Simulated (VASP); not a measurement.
Wanted: the native input for a VASP 6.6.1 run.

- Task: single point
- Functional: SVWN5
- Potentials or basis: VASP PAW PBE potentials, release 64 (Al, N)
- Cutoff: 520 eV
- k mesh: 10 × 10 × 6
- Occupations: fermi-dirac, width 0.05 eV
- Spin: no spin polarisation
- Dipole correction: no
- Further INCAR settings: ALGO = Normal; EDIFF = 1e-07; NBANDS = 16

The structure of AlN lies in POSCAR:

```
AlN
1.0
    3.1740547162      0.0000000000      0.0000000000
   -1.5870273581      2.7488120173      0.0000000000
    0.0000000000      0.0000000000      5.0786914685
Al N
2 2
Direct
    0.6666666667      0.3333333333      0.5000000000
    0.3333333333      0.6666666667      0.0000000000
    0.6666666667      0.3333333333      0.8800000000
    0.3333333333      0.6666666667      0.3800000000
```

One way to write it, as run:

INCAR

```
SYSTEM = AlN
PREC = Accurate
ENCUT = 520
EDIFF = 1E-7
ISMEAR = -1
SIGMA = 0.05
LREAL = .False.
LASPH = .True.
NELM = 80
ALGO = Normal
ISIF = 2
LWAVE = .False.
LCHARG = .False.
GGA = VW
NBANDS = 16
```

KPOINTS

```
regular mesh
0
Gamma
  10 10 6
  0 0 0
```

Potentials or basis: VASP PAW PBE potentials, release 64 (Al, N).

Command:

```bash
$ cat potpaw_PBE.64/Al/POTCAR potpaw_PBE.64/N/POTCAR > POTCAR
$ mpirun -np 1 vasp_std > vasp.out
```

It gave:

```
Pressure               : -14.1 GPa
Largest force          : 0.080 eV/Å
Band gap on the k mesh : 3.73 eV, direct
```

Caveat: the PAW data sets were made with another functional, which shifts forces and pressure a little.

Wall time 10 s on 1 thread of Intel(R) Xeon(R) 6975P-C (Granite Rapids), with other jobs on the host, peak memory 0.15 GiB.
